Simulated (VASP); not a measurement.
# AlP (zincblende type) (F-43m) in VASP: further runs, part 2 of 2

VASP 6.6.1. Earlier steps stand in the parts before.

## (6) Single point, LDA (volume scaled by 0.8)

File INCAR:

```
  PREC = Accurate
  ENCUT = 500
  EDIFF = 1E-6
  ISMEAR = -1
  SIGMA = 0.05
  LREAL = False
  LASPH = True
  NELM = 120
  ALGO = Normal
  ISIF = 2
  LWAVE = False
  LCHARG = True
  GGA = CA
  LELF = True
  LVHAR = True
  NBANDS = 11
  GGA_COMPAT = False
```

File KPOINTS:

```
regular mesh
0
Gamma
  12 12 12
```

File POSCAR:

```
AlP
1.0
    0.0000000000      2.5219285226      2.5219285226
    2.5219285226      0.0000000000      2.5219285226
    2.5219285226      2.5219285226      0.0000000000
Al P
1 1
Direct
    0.0000000000      0.0000000000      0.0000000000
    0.2500000000      0.2500000000      0.2500000000
```

Potentials or basis: VASP PAW LDA potentials, release 64 (Al, P).

Started as:

```sh
cat potpaw_LDA.64/Al/POTCAR potpaw_LDA.64/P/POTCAR > POTCAR
mpirun -np 1 vasp_std > vasp.out
```

OUTCAR:

```text
PREC = Accurate
   ENCUT = 500
   EDIFF = 1E-6
   ISMEAR = -1
   LREAL = False
   LASPH = True
   NELM = 120
   ISIF = 2
   GGA = CA

 ion  position               nearest neighbor table
   1  0.000  0.000  0.000-   2 2.18   2 2.18   2 2.18   2 2.18
   2  0.250  0.250  0.250-   1 2.18   1 2.18   1 2.18   1 2.18

  LATTYP: Found a face centered cubic cell.
 ALAT       =     5.0438570452

  Lattice vectors:

 A1 = (   0.0000000000,   2.5219285226,   2.5219285226)
 A2 = (   2.5219285226,   0.0000000000,   2.5219285226)
 A3 = (   2.5219285226,   2.5219285226,   0.0000000000)

Analysis of symmetry for initial positions (statically):
=====================================================================
 Subroutine PRICEL returns:
 Original cell was already a primitive cell.

 Routine SETGRP: Setting up the symmetry group for a
 face centered cubic supercell.

 Subroutine GETGRP returns: Found 24 space group operations
 (whereof 24 operations were pure point group operations)
 out of a pool of 48 trial point group operations.

The static configuration has the point symmetry T_d .

Analysis of symmetry for dynamics (positions and initial velocities):
=====================================================================
 Subroutine PRICEL returns:
 Original cell was already a primitive cell.

 Routine SETGRP: Setting up the symmetry group for a
 face centered cubic supercell.

 Subroutine GETGRP returns: Found 24 space group operations
 (whereof 24 operations were pure point group operations)
 out of a pool of 48 trial point group operations.

The dynamic configuration has the point symmetry T_d .

 Subroutine INISYM returns: Found 24 space group operations
 (whereof 24 operations are pure point group operations),
 and found     1 'primitive' translations

----------------------------------------------------------------------------------------

                                     Primitive cell
[... 116 lines left out ...]
   GGA     = CA    functional components
   LHFCALC =     F    Hartree Fock is set to
   AEXX    =    0.0000 exact exchange contribution
   IVDW    =     0    specifies the selected vdW correction
   LEPSILON=     F    determine dielectric tensor
   LRPA    =     F    only Hartree local field effects (RPA)
 non-spin polarized calculation
  energy-cutoff  :      500.00
  volume of cell :       32.08
 maximum number of plane-waves:       869
 NGX is ok and might be reduce to    28
   NGX = 13   NGY = 13   NGZ = 13

 number of electron       7.9999999 magnetization

 Free energy of the ion-electron system (eV)
  ---------------------------------------------------
  ext. energy  EPLUGINS =         0.00000000
  ---------------------------------------------------
  free energy    TOTEN  =       -10.75066402 eV

  energy without entropy =      -10.75066298  energy(sigma->0) =      -10.75066350

 E-fermi :   7.3711     XC(G=0): -10.3791

 val. band max:        6.8976484622   @ k =   0.0000   0.0000   0.0000
 cond. band min:       7.7794914817   @ k =   0.5000   0.5000   0.0000
 fundamental gap:      0.8818430195
 Fermi energy:         7.3711038683

 k-point     1 :       0.0000    0.0000    0.0000
  band No.  band energies     occupation
      1      -6.1410      2.00000
      2       6.8976      1.99985
      3       6.8976      1.99985
      4       6.8976      1.99985
      5      11.6769      0.00000
      6      11.6769      0.00000
      7      11.6769      0.00000
      8      12.1340      0.00000
      9      15.9375      0.00000
     10      15.9375      0.00000
     11      18.7397      0.00000
[... 309 lines left out ...]
 k-point    24 :      -0.4167    0.1667    0.0000
  band No.  band energies     occupation
      1      -3.5512      2.00000
      2       0.5023      2.00000
      3       4.2193      2.00000
      4       5.5998      2.00000
      5      10.3816      0.00000
      6      12.5111      0.00000
      7      12.7602      0.00000
      8      16.2480      0.00000
      9      17.5125      0.00000
     10      18.0597      0.00000
     11      20.4290      0.00000

 [... further k-points ...]

------------------------ aborting loop because EDIFF is reached ----------------------------------------

  FORCE on cell =-STRESS in cart. coord.  units (eV):
  Direction    XX          YY          ZZ          XY          YZ          ZX
  --------------------------------------------------------------------------------------
  -------------------------------------------------------------------------------------
  Total        6.3518139      6.3518139      6.3518139      0.0000000      0.0000000      0.0000000
  in kB      317.2342227    317.2342227    317.2342227      0.0000000      0.0000000      0.0000000
  external PRESSURE =     317.2342227 kB  Pullay stress =       0.0000000 kB

 VOLUME and BASIS-vectors are now :
 -----------------------------------------------------------------------------
  energy-cutoff  :      500.00
  volume of cell :       32.08
      direct lattice vectors                 reciprocal lattice vectors
     0.000000000  2.521928523  2.521928523    -0.198260972  0.198260972  0.198260972
     2.521928523  0.000000000  2.521928523     0.198260972 -0.198260972  0.198260972
     2.521928523  2.521928523  0.000000000     0.198260972  0.198260972 -0.198260972

 POSITION                                       TOTAL-FORCE (eV/Angst)
 -----------------------------------------------------------------------------------
      0.00000      0.00000      0.00000        -0.000000     -0.000000      0.000000
      1.26096      1.26096      1.26096         0.000000      0.000000      0.000000
 -----------------------------------------------------------------------------------
    total drift:                                0.000000      0.000000      0.000000

  FREE ENERGIE OF THE ION-ELECTRON SYSTEM (eV)
  ---------------------------------------------------
  free  energy   TOTEN  =       -10.7506640225 eV

  energy  without entropy=      -10.7506629756  energy(sigma->0) =      -10.75066350
```

OSZICAR:

```text
N       E                     dE             d eps       ncg     rms          rms(c)
DAV:   1     0.110719931124E+02    0.11072E+02   -0.33332E+03  1616   0.561E+02
DAV:   2    -0.105303005878E+02   -0.21602E+02   -0.20524E+02  2079   0.945E+01
DAV:   3    -0.113265323688E+02   -0.79623E+00   -0.79431E+00  2000   0.167E+01
DAV:   4    -0.113318137178E+02   -0.52813E-02   -0.52810E-02  1952   0.166E+00
DAV:   5    -0.113318646030E+02   -0.50885E-04   -0.50885E-04  2024   0.154E-01    0.590E+00
DAV:   6    -0.108598715197E+02    0.47199E+00   -0.69001E-01  1814   0.333E+00    0.386E+00
DAV:   7    -0.107547972372E+02    0.10507E+00   -0.34167E-01  1919   0.243E+00    0.181E+00
DAV:   8    -0.107508870193E+02    0.39102E-02   -0.20607E-02  1839   0.747E-01    0.155E-01
DAV:   9    -0.107506670187E+02    0.22000E-03   -0.11920E-03  1812   0.178E-01    0.592E-02
DAV:  10    -0.107506630379E+02    0.39808E-05   -0.41734E-05  1919   0.338E-02    0.254E-02
DAV:  11    -0.107506647357E+02   -0.16979E-05   -0.12541E-05  1814   0.176E-02    0.278E-02
DAV:  12    -0.107506640225E+02    0.71326E-06   -0.22903E-06  1393   0.649E-03
   1 F= -.10750664E+02 E0= -.10750663E+02  d E =-.104691E-05
```

stdout:

```text
POSCAR found type information on POSCAR AlP
 POSCAR found :  2 types and       2 ions
 scaLAPACK will be used
 LDA part: xc-table for (Slater(with rela. corr.)+CA(PZ))
 , standard interpolation
 POSCAR, INCAR and KPOINTS ok, starting setup
 FFT: planning ... GRIDC
 FFT: planning ... GRID_SOFT
 FFT: planning ... GRID
 WAVECAR not read
 entering main loop
```

It took 42 s on 1 thread of Intel Xeon 8259CL, shared host; peak memory 0.15 GiB.

Results:

```
Free energy            : -10.7507 eV
Pressure               : 31.7 GPa
Band gap on the k mesh : 0.88 eV, indirect (least direct gap 3.52 eV)
```

 A k mesh can miss the band edges.

## (7) Overview

| cell | gap on the mesh (eV) | pressure (GPa) |
| --- | --- | --- |
| a = 3.311 Å, angles 60.0°, 2 atoms | 0.14 | 97.3 |
| a = 3.443 Å, angles 60.0°, 2 atoms | 0.56 | 57.3 |
| a = 3.567 Å, angles 60.0°, 2 atoms | 0.88 | 31.7 |

Alike in all rows: task single point; level LDA; potentials or basis VASP PAW LDA potentials, release 64 (Al, P); no spin polarisation; k mesh 12 × 12 × 12; cutoff (eV) 500; smearing fermi-dirac 0.05 eV.

Total energies depend on the potentials used, so only differences within one code and one set of settings carry meaning.
